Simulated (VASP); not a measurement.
The system is MgO.

```
Mg O
1.0
     0.00000    2.19073    2.19073
     2.19073    0.00000    2.19073
     2.19073    2.19073    0.00000
Mg O
1 1
Direct
  0.00000 0.00000 0.00000
  0.25000 0.25000 0.25000
```

This cell differs from its parent crystal: strain -4.0%.

Base run:

- Program: VASP 6.6.1
- Functional: HSE06
- Potentials or basis: VASP PAW PBE potentials, release 64 (Mg, O)
- Cutoff: 520 eV
- k mesh: 6 × 6 × 6
- Occupations: gaussian, width 0.01 eV
- Spin: no spin polarisation

Its results: band gap on the k mesh 6.06 eV, direct; pressure 20.0 GPa.

Question: The run is repeated on the same cell with these changes: functional from HSE06 to PBE; cutoff from 520 eV to 600 eV. What comes out?

Answer: Band gap on the k mesh 4.38 eV, direct; pressure 23.6 GPa.

HSE06 gives the wider gap, since exact exchange removes part of the self-interaction.

Caveats: the PAW data sets were made with another functional, which shifts forces and pressure a little (some runs).

